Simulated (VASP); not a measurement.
# Ti (P6/mmm) in VASP: notebook

The runs below take Ti through relaxation of cell and atoms, with r2SCAN.

Program: VASP 6.6.1. These are calculated values, not measurements. Logs are shortened: lines on timing, memory, paths and dates and some standing lists are left out, and cuts for length are marked.

### 1 The cell of the first run

Symmetry: P6/mmm, No. 191, hexagonal system. The conventional cell has a = 4.600 Å, b = 4.600 Å, c = 2.820 Å, α = 90.00°, β = 90.00°, γ = 120.00°. Ti (site symmetry 6/mmm) has 14 Ti at 2.82 to 3.01 Å within 3.7 Å. Ti (site symmetry -6m2) has 11 Ti at 2.66 to 3.01 Å within 3.5 Å.

This isn't the form of Ti at room conditions, which is hcp.

### 2 Relaxation of cell and atoms, r2SCAN, target pressure 30 GPa, at which the enthalpy is minimised

Input file POSCAR:

```
Ti
1.0
    4.6000000000      0.0000000000      0.0000000000
   -2.3000000000      3.9837170000      0.0000000000
    0.0000000000      0.0000000000      2.8200000000
Ti
3
Direct
    0.0000000000      0.0000000000      0.0000000000
    0.3333333333      0.6666666667      0.5000000000
    0.6666666667      0.3333333333      0.5000000000
```

Input file INCAR.step1:

```
SYSTEM = Ti
ALGO = Normal ; EDIFF = 1E-4
ENCUT = 600 ; GGA = PE
ISMEAR = 1 ; LASPH = .TRUE.
LCHARG = .FALSE. ; LREAL = .FALSE.
LWAVE = .TRUE. ; NELM = 60
PREC = Accurate ; SIGMA = 0.05
```

Input file INCAR.step2:

```
SYSTEM = Ti
ALGO = Normal ; EDIFF = 1E-6
EDIFFG = -0.01 ; ENCUT = 600
IBRION = 2 ; ISIF = 3
ISMEAR = 1 ; ISTART = 1
LASPH = .TRUE. ; LCHARG = .FALSE.
LMIXTAU = .TRUE. ; LREAL = .FALSE.
LWAVE = .FALSE. ; METAGGA = R2SCAN
NELM = 60 ; NSW = 80
PREC = Accurate ; PSTRESS = 300.0
SIGMA = 0.05
```

Input file KPOINTS:

```
k-points
0
G
  8 8 11
  0 0 0
```

Potentials or basis: VASP PAW PBE potentials, release 64 (Ti_sv).

Command:

```
$ cat potpaw_PBE.64/Ti_sv/POTCAR > POTCAR
$ cp INCAR.step1 INCAR
$ mpirun -np 1 vasp_std > vasp.out
$ cp INCAR.step2 INCAR
$ mpirun -np 1 vasp_std > vasp.out
```

OUTCAR:

```text
SYSTEM = Ti
   EDIFF = 1E-6
   EDIFFG = -0.01
   ENCUT = 600
   IBRION = 2
   ISIF = 3
   ISMEAR = 1
   ISTART = 1
   LASPH = .TRUE.
   LREAL = .FALSE.
   METAGGA = R2SCAN
   NELM = 60
   NSW = 80
   PREC = Accurate
   PSTRESS = 300.0

 ion  position               nearest neighbor table
   1  0.000  0.000  0.000-
   2  0.333  0.667  0.500-   3 2.66   3 2.66   3 2.66
   3  0.667  0.333  0.500-   2 2.66   2 2.66   2 2.66

  LATTYP: Found a hexagonal cell.
 ALAT       =     4.6000000000
 C/A-ratio  =     0.6130434783

  Lattice vectors:

 A1 = (   4.6000000000,   0.0000000000,   0.0000000000)
 A2 = (  -2.3000000000,   3.9837170000,   0.0000000000)
 A3 = (   0.0000000000,   0.0000000000,   2.8200000000)

Analysis of symmetry for initial positions (statically):
=====================================================================
 Subroutine PRICEL returns:
 Original cell was already a primitive cell.

 Routine SETGRP: Setting up the symmetry group for a
 hexagonal supercell.

 Subroutine GETGRP returns: Found 24 space group operations
 (whereof 24 operations were pure point group operations)
 out of a pool of 24 trial point group operations.

The static configuration has the point symmetry D_6h.

Analysis of symmetry for dynamics (positions and initial velocities):
=====================================================================
 Subroutine PRICEL returns:
 Original cell was already a primitive cell.

 Routine SETGRP: Setting up the symmetry group for a
 hexagonal supercell.

 Subroutine GETGRP returns: Found 24 space group operations
 (whereof 24 operations were pure point group operations)
 out of a pool of 24 trial point group operations.

The dynamic configuration has the point symmetry D_6h.

 Subroutine INISYM returns: Found 24 space group operations
 (whereof 24 operations are pure point group operations),
 and found     1 'primitive' translations

----------------------------------------------------------------------------------------

                                     Primitive cell

  volume of cell :      51.6768

  direct lattice vectors                    reciprocal lattice vectors
     4.600000000  0.000000000  0.000000000     0.217391304  0.125510924  0.000000000
    -2.300000000  3.983717000  0.000000000     0.000000000  0.251021847  0.000000000
     0.000000000  0.000000000  2.820000000     0.000000000  0.000000000  0.354609929

  length of vectors
     4.600000000  4.600000123  2.820000000     0.251021854  0.251021847  0.354609929

  position of ions in fractional coordinates (direct lattice)
     0.000000000  0.000000000  0.000000000
     0.333333333  0.666666667  0.500000000
     0.666666667  0.333333333  0.500000000

  ion indices of the primitive-cell ions
   primitive index   ion index
                 1           1
                 2           2
                 3           3

----------------------------------------------------------------------------------------

 KPOINTS: k-points

Automatic generation of k-mesh.
 Grid dimensions read from file:
 generate k-points for:    8    8   11

 Generating k-lattice:

  Cartesian coordinates                     Fractional coordinates (reciprocal lattice)
     0.027173913  0.015688865  0.000000000     0.125000000  0.000000000  0.000000000
     0.000000000  0.031377731  0.000000000     0.000000000  0.125000000  0.000000000
     0.000000000  0.000000000  0.032237266     0.000000000  0.000000000  0.090909091

  Length of vectors
     0.031377732  0.031377731  0.032237266

  Shift w.r.t. Gamma in fractional coordinates (k-lattice)
     0.000000000  0.000000000  0.000000000

 Subroutine IBZKPT returns following result:
 ===========================================

 Found     60 irreducible k-points:

 Following reciprocal coordinates:
            Coordinates               Weight
  0.000000  0.000000  0.000000      1.000000
  0.125000  0.000000  0.000000      6.000000
  0.250000  0.000000  0.000000      6.000000
  0.375000  0.000000  0.000000      6.000000
  0.500000  0.000000  0.000000      3.000000
  0.125000  0.125000  0.000000      6.000000
[... 16 lines left out ...]
  0.250000  0.000000  0.181818     12.000000
  0.375000  0.000000  0.181818     12.000000
 [... further k-points ...]
   k-points           NKPTS =     60   k-points in BZ     NKDIM =     60   number of bands    NBANDS=     22
   number of dos      NEDOS =    301   number of ions     NIONS =      3
   total plane-waves  NPLWV =  38400
   dimension x,y,z NGX =    40 NGY =   40 NGZ =   24
   dimension x,y,z NGXF=    80 NGYF=   80 NGZF=   48
   ions per type =               3
   NGX,Y,Z   is equivalent  to a cutoff of  14.46, 14.46, 14.15 a.u.
   NGXF,Y,Z  is equivalent  to a cutoff of  28.91, 28.91, 28.30 a.u.
 SYSTEM =  Ti
   PREC   = accura    normal or accurate (medium, high low for compatibility)
   ISTART =      1    job   : 0-new  1-cont  2-samecut
   ICHARG =      0    charge: 1-file 2-atom 10-const
   ISPIN  =      1    spin polarized calculation?
   LNONCOLLINEAR =      F non collinear calculations
   LSORBIT =      F    spin-orbit coupling
   LASPH  =      T    aspherical Exc in radial PAW
   ENCUT  =  600.0 eV  44.10 Ry    6.64 a.u.   9.19  9.19  5.63*2*pi/ulx,y,z
   NELM   =     60;   NELMIN=  2; NELMDL=  0     # of ELM steps
   EDIFF  = 0.1E-05   stopping-criterion for ELM
   LREAL  =      F    real-space projection
   EDIFFG = -.1E-01   stopping-criterion for IOM
   NSW    =     80    number of steps for IOM
   IBRION =      2    ionic relax: 0-MD 1-quasi-New 2-CG
   NFREE  =      1    steps in history (QN), initial steepest desc. (CG)
   ISIF   =      3    stress and relaxation
   ISYM   =      2    0-nonsym 1-usesym 2-fastsym
   POTIM  = 0.5000    time-step for ionic-motion
   TEBEG  =    0.0;   TEEND  =   0.0 temperature during run
   PSTRESS=  300.0 pullay stress
   NELECT =      36.0000    total number of electrons
   NUPDOWN=      -1.0000    fix difference up-down
   EMIN   =  10.00;   EMAX   =-10.00  energy-range for DOS
   EFERMI =   0.00;   METHOD = LEGACY
   ISMEAR =     1;   SIGMA  =   0.05  broadening in eV -4-tet -1-fermi 0-gaus
   EFERMI_NEDOS =   21; number of points for ismear=-14 and -15
   IALGO  =     38    algorithm
   IMIX   =      4    mixing-type and parameters
     AMIX     =   0.40;   BMIX     =  1.00
     AMIX_MAG =   1.60;   BMIX_MAG =  1.00
  volume/ion in A,a.u.               =      17.23       116.24
  Fermi-wavevector in a.u.,A,eV,Ry     =   1.451255  2.742475 28.655806  2.106142
  Thomas-Fermi vector in A             =   2.568774
   LORBIT       =      0    0 simple, 1 ext, 2 COOP (PROOUT), +10 PAW based schemes
   METAGGA = R2SCAN    functional components
   LHFCALC =     F    Hartree Fock is set to
   AEXX    =    0.0000 exact exchange contribution
   IVDW    =     0    specifies the selected vdW correction
   LEPSILON=     F    determine dielectric tensor
   LRPA    =     F    only Hartree local field effects (RPA)
 conjugate gradient relaxation of ions
 non-spin polarized calculation
 Methfessel and Paxton  Order N= 1 SIGMA  =   0.05
  energy-cutoff  :      600.00
  volume of cell :       51.68
 maximum number of plane-waves:      1757
 NGX is ok and might be reduce to    40
   NGX = 19   NGY = 19   NGZ = 11

--------------------------------------- Ionic step        1  -------------------------------------------

 number of electron      35.9999997 magnetization

 Free energy of the ion-electron system (eV)
  ---------------------------------------------------
  ext. energy  EPLUGINS =         0.00000000
  ---------------------------------------------------
  free energy    TOTEN  =       -38.89645814 eV

  energy without entropy =      -38.89654659  energy(sigma->0) =      -38.89648763

 E-fermi :   8.3691     XC(G=0): -12.4421

 val. band max:        8.3428591542   @ k =   0.0000   0.0000   0.0000
 cond. band min:       8.3707251461   @ k =   0.3750   0.2500   0.3636
 fundamental gap:      0.0278659919
 Fermi energy:         8.3691059392

 k-point     1 :       0.0000    0.0000    0.0000
  band No.  band energies     occupation
      1     -50.9112      2.00000
      2     -50.6501      2.00000
      3     -50.4926      2.00000
      4     -26.1739      2.00000
      5     -26.1738      2.00000
      6     -26.0784      2.00000
[... 574 lines left out ...]
      6     -25.9834      2.00000
[... 14 lines left out ...]
     21       9.2264     -0.00000
     22       9.5002      0.00000

 [... further k-points ...]

------------------------ aborting loop because EDIFF is reached ----------------------------------------

  FORCE on cell =-STRESS in cart. coord.  units (eV):
  Direction    XX          YY          ZZ          XY          YZ          ZX
  --------------------------------------------------------------------------------------
  -------------------------------------------------------------------------------------
  Total       -0.5042293     -0.5042293      0.0103090      0.0000000     -0.0000000      0.0000000
  in kB      -15.6330326    -15.6330338      0.3196189      0.0000000     -0.0000000      0.0000000
  external PRESSURE =    -310.3154825 kB  Pullay stress =     300.0000000 kB
[... 96 lines left out ...]
  FREE ENERGIE OF THE ION-ELECTRON SYSTEM (eV)
  ---------------------------------------------------
  free  energy   TOTEN  =       -38.3406178070 eV

  energy  without entropy=      -38.3409954048  energy(sigma->0) =      -38.34074367

  enthalpy is  TOTEN    =       -30.2052686384 eV   P V=        8.1353491686

[... ionic steps 4 to 7 ...]

--------------------------------------- Ionic step        8  -------------------------------------------

 number of electron      35.9999997 magnetization

------------------------ aborting loop because EDIFF is reached ----------------------------------------

  FORCE on cell =-STRESS in cart. coord.  units (eV):
  Direction    XX          YY          ZZ          XY          YZ          ZX
  --------------------------------------------------------------------------------------
  -------------------------------------------------------------------------------------
  Total        8.0091855      8.0091862      7.9983935      0.0000000     -0.0000000     -0.0000000
  in kB      301.4086050    301.4086307    301.0024699      0.0000000     -0.0000000     -0.0000000
  external PRESSURE =       1.2732352 kB  Pullay stress =     300.0000000 kB
[... 63 lines left out ...]
  enthalpy is  TOTEN    =       -30.2193581499 eV   P V=        7.9829364487

--------------------------------------- Ionic step       10  -------------------------------------------

 number of electron      35.9999997 magnetization

 Free energy of the ion-electron system (eV)
  ---------------------------------------------------
  ext. energy  EPLUGINS =         0.00000000
  ---------------------------------------------------
  free energy    TOTEN  =       -38.19630149 eV

  energy without entropy =      -38.19637593  energy(sigma->0) =      -38.19632631

 E-fermi :  10.6313     XC(G=0): -13.4826

 val. band max:       10.6311262694   @ k =   0.3750   0.2500   0.2727
 cond. band min:      10.6473744391   @ k =   0.5000   0.0000   0.0909
 fundamental gap:      0.0162481698
 Fermi energy:        10.6312934120

 k-point     1 :       0.0000    0.0000    0.0000
  band No.  band energies     occupation
      1     -48.3190      2.00000
      2     -48.0236      2.00000
      3     -47.7519      2.00000
      4     -23.7308      2.00000
      5     -23.7308      2.00000
      6     -23.6547      2.00000
[... 574 lines left out ...]
      6     -23.4311      2.00000
[... 14 lines left out ...]
     21      11.6554      0.00000
     22      11.9919      0.00000

 [... further k-points ...]

------------------------ aborting loop because EDIFF is reached ----------------------------------------

  FORCE on cell =-STRESS in cart. coord.  units (eV):
  Direction    XX          YY          ZZ          XY          YZ          ZX
  --------------------------------------------------------------------------------------
  -------------------------------------------------------------------------------------
  Total        7.9734343      7.9734350      7.9595601      0.0000000     -0.0000000     -0.0000000
  in kB      299.8685956    299.8686238    299.3468084      0.0000000     -0.0000000     -0.0000000
  external PRESSURE =      -0.3053241 kB  Pullay stress =     300.0000000 kB
[... 18 lines left out ...]
  FREE ENERGIE OF THE ION-ELECTRON SYSTEM (eV)
  ---------------------------------------------------
  free  energy   TOTEN  =       -38.1963014937 eV

  energy  without entropy=      -38.1963759323  energy(sigma->0) =      -38.19632631

  enthalpy is  TOTEN    =       -30.2193731991 eV   P V=        7.9769282946

 reached required accuracy - stopping structural energy minimisation
```

It took 46 min on 1 thread of Oxide Virtual Turin-like, shared host; peak memory 0.23 GiB.

What came out:

```
Free energy                                                : -38.1963 eV
Relaxed volume                                             : 14.20 Å³/atom
Relaxed cell                                               : a = 4.291 Å, b = 4.291 Å, c = 2.671 Å, α = 90.00°, β = 90.00°, γ = 120.00°
Space group after relaxing (to 0.1 Å)                      : P6/mmm (No. 191)
Energy change on relaxing (the run minimises the enthalpy) : +233.4 meV/atom
Ionic steps                                                : 10
Pressure after relaxing                                    : 30.0 GPa
Band gap on the k mesh                                     : zero (bands 18 and 19 overlap by 0.56 eV)
```

The path:
```
step  energy change (eV)  largest force (eV/Å)  pressure (GPa)  volume (Å³)
   1              0.0000                0.0000           -1.03        51.68
   2              6.3743                0.0000          142.46        30.52
   3              0.5558                0.0000           26.06        43.45
   4              0.6750                0.0000           29.30        42.76
   5              0.7059                0.0000           30.10        42.59
   6              0.7057                0.0000           30.12        42.57
   7              0.7053                0.0000           30.13        42.57
   8              0.7053                0.0000           30.13        42.57
   9              0.6942                0.0000           29.85        42.63
  10              0.7002                0.0000           29.97        42.60
```

Final structure:
```
Ti
1.0
     4.29134    0.00000    0.00000
    -2.14567    3.71641    0.00000
     0.00000    0.00000    2.67122
Ti
3
Direct
  0.00000 0.00000 0.00000
  0.33333 0.66667 0.50000
  0.66667 0.33333 0.50000
```

Caveat: the cell is relaxed towards a set pressure, so the run minimises the enthalpy, not the energy; the volume moved by over 15 % at a fixed basis, so the end points are rough; the PAW data sets were made with another functional, which shifts forces and pressure a little.

[end of part 1 of 2]
